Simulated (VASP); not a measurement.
Here is a VASP 6.6.1 calculation.

Contents of INCAR:

```
  PREC = Accurate
  ENCUT = 600
  EDIFF = 1E-6
  ISMEAR = 0
  SIGMA = 0.1
  LREAL = False
  LASPH = True
  NELM = 100
  ALGO = Normal
  ISIF = 3
  LWAVE = False
  LCHARG = False
  GGA = PE
  IBRION = 2
  NSW = 100
  EDIFFG = -0.01
```

File KPOINTS:

```
Automatic mesh
0
Gamma
  21 21 21
```

The input POSCAR:

```
Cd
1.0
    1.7001005091      0.9815534866      2.3367635283
   -1.7001005091      0.9815534866      2.3367635283
    0.0000000000     -1.9631069732      2.3367635283
Cd
1
Direct
    0.5000000000      0.5000000000      0.5000000000
```

Potentials or basis: VASP PAW PBE potentials, release 64 (Cd).

Launch:

```bash
$ cat potpaw_PBE.64/Cd/POTCAR > POTCAR
$ mpirun -np 1 vasp_std > vasp.out
```

Question: What does it give for the space group after relaxing (to 0.05 Å)?

Answer: R-3m (No. 166).

Question: Estimate the relaxed volume.

Answer: 23.10 Å³/atom.

Question: What does it give for the relaxed cell?

Answer: a = 3.087 Å, b = 3.087 Å, c = 3.087 Å, α = 65.06°, β = 65.06°, γ = 65.06°.

Step by step:
```tsv
step	energy change (eV)	largest force (eV/Å)	pressure (GPa)	volume (Å³)
1	0.0000	0.0000	0.12	23.40
2	-0.0033	0.0000	-0.07	23.45
3	-0.0059	0.0000	-0.83	23.58
4	-0.0060	0.0000	-0.74	23.55
5	-0.0071	0.0000	0.01	23.07
6	-0.0071	0.0000	-0.06	23.12
7	-0.0071	0.0000	-0.05	23.11
8	-0.0071	0.0000	-0.02	23.10
```
